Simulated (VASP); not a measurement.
# LaTl (Pm-3m) in VASP: a series of runs, part 2 of 2

VASP 6.6.1.

## 3. Single point, LDA (volume scaled by 0.6)

Input file INCAR:

```
SYSTEM = LaTl
ALGO = Normal
EDIFF = 1E-6
ENCUT = 520
ISIF = 2
ISMEAR = -1
LASPH = .TRUE.
LCHARG = .FALSE.
LREAL = .FALSE.
LWAVE = .FALSE.
NBANDS = 19
NELM = 60
PREC = Accurate
SIGMA = 0.05
```

Input file KPOINTS:

```
k-points
0
G
  9 9 9
  0 0 0
```

Input file POSCAR:

```
LaTl
1.0
    3.3504333557      0.0000000000      0.0000000000
    0.0000000000      3.3504333557      0.0000000000
    0.0000000000      0.0000000000      3.3504333557
La Tl
1 1
Direct
    0.0000000000      0.0000000000      0.0000000000
    0.5000000000      0.5000000000      0.5000000000
```

Potentials or basis: VASP PAW LDA potentials, release 64 (La, Tl_d).

Run with:

```console
$ cat potpaw_LDA.64/La/POTCAR potpaw_LDA.64/Tl_d/POTCAR > POTCAR
$ mpirun -np 1 vasp_std > vasp.out
```

OUTCAR:

```text
SYSTEM = LaTl
   EDIFF = 1E-6
   ENCUT = 520
   ISIF = 2
   ISMEAR = -1
   LASPH = .TRUE.
   LREAL = .FALSE.
   NELM = 60
   PREC = Accurate

 ion  position               nearest neighbor table
   1  0.000  0.000  0.000-   2 2.90   2 2.90   2 2.90   2 2.90   2 2.90   2 2.90   2 2.90   2 2.90

   2  0.500  0.500  0.500-   1 2.90   1 2.90   1 2.90   1 2.90   1 2.90   1 2.90   1 2.90   1 2.90

  LATTYP: Found a simple cubic cell.
 ALAT       =     3.3504333557

  Lattice vectors:

 A1 = (   3.3504333557,   0.0000000000,   0.0000000000)
 A2 = (   0.0000000000,   3.3504333557,   0.0000000000)
 A3 = (   0.0000000000,   0.0000000000,   3.3504333557)

Analysis of symmetry for initial positions (statically):
=====================================================================
 Subroutine PRICEL returns:
 Original cell was already a primitive cell.

 Routine SETGRP: Setting up the symmetry group for a
 simple cubic supercell.

 Subroutine GETGRP returns: Found 48 space group operations
 (whereof 48 operations were pure point group operations)
 out of a pool of 48 trial point group operations.

The static configuration has the point symmetry O_h .

Analysis of symmetry for dynamics (positions and initial velocities):
=====================================================================
 Subroutine PRICEL returns:
 Original cell was already a primitive cell.

 Routine SETGRP: Setting up the symmetry group for a
 simple cubic supercell.

 Subroutine GETGRP returns: Found 48 space group operations
 (whereof 48 operations were pure point group operations)
 out of a pool of 48 trial point group operations.

The dynamic configuration has the point symmetry O_h .

 Subroutine INISYM returns: Found 48 space group operations
 (whereof 48 operations are pure point group operations),
 and found     1 'primitive' translations

----------------------------------------------------------------------------------------

                                     Primitive cell

  volume of cell :      37.6100

  direct lattice vectors                    reciprocal lattice vectors
     3.350433356  0.000000000  0.000000000     0.298468853  0.000000000  0.000000000
     0.000000000  3.350433356  0.000000000     0.000000000  0.298468853  0.000000000
     0.000000000  0.000000000  3.350433356     0.000000000  0.000000000  0.298468853

  length of vectors
     3.350433356  3.350433356  3.350433356     0.298468853  0.298468853  0.298468853

  position of ions in fractional coordinates (direct lattice)
     0.000000000  0.000000000  0.000000000
     0.500000000  0.500000000  0.500000000

  ion indices of the primitive-cell ions
   primitive index   ion index
                 1           1
                 2           2

----------------------------------------------------------------------------------------

 KPOINTS: k-points

Automatic generation of k-mesh.
 Grid dimensions read from file:
 generate k-points for:    9    9    9

 Generating k-lattice:

  Cartesian coordinates                     Fractional coordinates (reciprocal lattice)
     0.033163206  0.000000000  0.000000000     0.111111111  0.000000000  0.000000000
     0.000000000  0.033163206  0.000000000     0.000000000  0.111111111  0.000000000
     0.000000000  0.000000000  0.033163206     0.000000000  0.000000000  0.111111111

  Length of vectors
     0.033163206  0.033163206  0.033163206

  Shift w.r.t. Gamma in fractional coordinates (k-lattice)
     0.000000000  0.000000000  0.000000000

 Subroutine IBZKPT returns following result:
 ===========================================

 Found     35 irreducible k-points:

 Following reciprocal coordinates:
            Coordinates               Weight
  0.000000  0.000000  0.000000      1.000000
  0.111111  0.000000  0.000000      6.000000
  0.222222  0.000000  0.000000      6.000000
  0.333333  0.000000  0.000000      6.000000
  0.444444  0.000000  0.000000      6.000000
  0.111111  0.111111  0.000000     12.000000
[... 16 lines left out ...]
  0.333333  0.333333  0.111111     24.000000
  0.444444  0.333333  0.111111     48.000000
 [... further k-points ...]
   k-points           NKPTS =     35   k-points in BZ     NKDIM =     35   number of bands    NBANDS=     19
   number of dos      NEDOS =    301   number of ions     NIONS =      2
   total plane-waves  NPLWV =  21952
   dimension x,y,z NGX =    28 NGY =   28 NGZ =   28
   dimension x,y,z NGXF=    56 NGYF=   56 NGZF=   56
   ions per type =               1   1
   NGX,Y,Z   is equivalent  to a cutoff of  13.89, 13.89, 13.89 a.u.
   NGXF,Y,Z  is equivalent  to a cutoff of  27.79, 27.79, 27.79 a.u.
 SYSTEM =  LaTl
   PREC   = accura    normal or accurate (medium, high low for compatibility)
   ISTART =      0    job   : 0-new  1-cont  2-samecut
   ICHARG =      2    charge: 1-file 2-atom 10-const
   ISPIN  =      1    spin polarized calculation?
   LNONCOLLINEAR =      F non collinear calculations
   LSORBIT =      F    spin-orbit coupling
   LASPH  =      T    aspherical Exc in radial PAW
   ENCUT  =  520.0 eV  38.22 Ry    6.18 a.u.   6.23  6.23  6.23*2*pi/ulx,y,z
   NELM   =     60;   NELMIN=  2; NELMDL= -5     # of ELM steps
   EDIFF  = 0.1E-05   stopping-criterion for ELM
   LREAL  =      F    real-space projection
   EDIFFG = 0.1E-04   stopping-criterion for IOM
   NSW    =      0    number of steps for IOM
   IBRION =     -1    ionic relax: 0-MD 1-quasi-New 2-CG
   NFREE  =      0    steps in history (QN), initial steepest desc. (CG)
   ISIF   =      2    stress and relaxation
   ISYM   =      2    0-nonsym 1-usesym 2-fastsym
   POTIM  = 0.5000    time-step for ionic-motion
   TEBEG  =    0.0;   TEEND  =   0.0 temperature during run
   PSTRESS=    0.0 pullay stress
   NELECT =      24.0000    total number of electrons
   NUPDOWN=      -1.0000    fix difference up-down
   EMIN   =  10.00;   EMAX   =-10.00  energy-range for DOS
   EFERMI =   0.00;   METHOD = LEGACY
   ISMEAR =    -1;   SIGMA  =   0.05  broadening in eV -4-tet -1-fermi 0-gaus
   EFERMI_NEDOS =   21; number of points for ismear=-14 and -15
   IALGO  =     38    algorithm
   IMIX   =      4    mixing-type and parameters
     AMIX     =   0.40;   BMIX     =  1.00
     AMIX_MAG =   1.60;   BMIX_MAG =  1.00
  volume/ion in A,a.u.               =      18.80       126.90
  Fermi-wavevector in a.u.,A,eV,Ry     =   1.409432  2.663441 27.027970  1.986500
  Thomas-Fermi vector in A             =   2.531489
   LORBIT       =      0    0 simple, 1 ext, 2 COOP (PROOUT), +10 PAW based schemes
   GGA     = CA    functional components
   LHFCALC =     F    Hartree Fock is set to
   AEXX    =    0.0000 exact exchange contribution
   IVDW    =     0    specifies the selected vdW correction
   LEPSILON=     F    determine dielectric tensor
   LRPA    =     F    only Hartree local field effects (RPA)
 non-spin polarized calculation
  energy-cutoff  :      520.00
  volume of cell :       37.61
 maximum number of plane-waves:      1028
 NGX is ok and might be reduce to    28
   NGX = 13   NGY = 13   NGZ = 13

 number of electron      24.0000004 magnetization

 Free energy of the ion-electron system (eV)
  ---------------------------------------------------
  ext. energy  EPLUGINS =         0.00000000
  ---------------------------------------------------
  free energy    TOTEN  =        -6.58605542 eV

  energy without entropy =       -6.57424363  energy(sigma->0) =       -6.58014952

 E-fermi :  14.5804     XC(G=0): -12.8304

 val. band max:       14.5600226213   @ k =   0.4444   0.4444   0.0000
 cond. band min:      14.6254373142   @ k =   0.3333   0.2222   0.0000
 fundamental gap:      0.0654146929
 Fermi energy:        14.5804134613

 k-point     1 :       0.0000    0.0000    0.0000
  band No.  band energies     occupation
      1     -17.9258      2.00000
      2      -1.0258      2.00000
      3      -1.0258      2.00000
      4      -1.0258      2.00000
      5       1.2707      2.00000
      6       1.2707      2.00000
[... 11 lines left out ...]
     18      16.9134      0.00000
     19      17.4993      0.00000
[... 485 lines left out ...]
 k-point    24 :       0.4444    0.3333    0.1111
  band No.  band energies     occupation
      1     -17.4141      2.00000
      2      -3.0930      2.00000
      3      -2.5441      2.00000
      4      -1.1089      2.00000
      5       1.6579      2.00000
      6       1.7065      2.00000
[... 11 lines left out ...]
     18      17.6063      0.00000
     19      17.8629      0.00000

 [... further k-points ...]

------------------------ aborting loop because EDIFF is reached ----------------------------------------

  FORCE on cell =-STRESS in cart. coord.  units (eV):
  Direction    XX          YY          ZZ          XY          YZ          ZX
  --------------------------------------------------------------------------------------
  -------------------------------------------------------------------------------------
  Total       15.4285996     15.4285996     15.4285996     -0.0000000     -0.0000000     -0.0000000
  in kB      657.2553639    657.2553639    657.2553639     -0.0000000     -0.0000000     -0.0000000
  external PRESSURE =     657.2553639 kB  Pullay stress =       0.0000000 kB

 VOLUME and BASIS-vectors are now :
 -----------------------------------------------------------------------------
  energy-cutoff  :      520.00
  volume of cell :       37.61
      direct lattice vectors                 reciprocal lattice vectors
     3.350433356  0.000000000  0.000000000     0.298468853  0.000000000  0.000000000
     0.000000000  3.350433356  0.000000000     0.000000000  0.298468853  0.000000000
     0.000000000  0.000000000  3.350433356     0.000000000  0.000000000  0.298468853

 POSITION                                       TOTAL-FORCE (eV/Angst)
 -----------------------------------------------------------------------------------
      0.00000      0.00000      0.00000         0.000000      0.000000      0.000000
      1.67522      1.67522      1.67522         0.000000      0.000000      0.000000
 -----------------------------------------------------------------------------------
    total drift:                                0.000000      0.000000      0.000000

  FREE ENERGIE OF THE ION-ELECTRON SYSTEM (eV)
  ---------------------------------------------------
  free  energy   TOTEN  =        -6.5860554158 eV

  energy  without entropy=       -6.5742436255  energy(sigma->0) =       -6.58014952
```

stdout:

```text
POSCAR found type information on POSCAR LaTl
 POSCAR found :  2 types and       2 ions
 scaLAPACK will be used
 LDA part: xc-table for (Slater(with rela. corr.)+CA(PZ))
 , standard interpolation
 POSCAR, INCAR and KPOINTS ok, starting setup
 FFT: planning ... GRIDC
 FFT: planning ... GRID_SOFT
 FFT: planning ... GRID
 WAVECAR not read
 entering main loop
```

It took 40 s on 1 thread of AMD EPYC 7R13, shared host; peak memory 0.14 GiB.

What came out:

| Quantity | Value |
| --- | --- |
| Free energy | -6.5861 eV |
| Pressure | 65.7 GPa |
| Band gap on the k mesh | zero (band 12 reaches 14.94 eV, above the bottom of band 13 at 11.41 eV) |

Levels at points of the mesh, in eV from the Fermi level:
```
           k point  band 9  band 10  band 11  band 12  band 13  band 14  band 15  band 16
(0.00, 0.00, 0.00)  -12.59    -9.86    -0.93    -0.93     2.16     2.16     2.16     2.33
```

Caveat: spin-orbit coupling is left out, which moves the levels of the heavy elements.
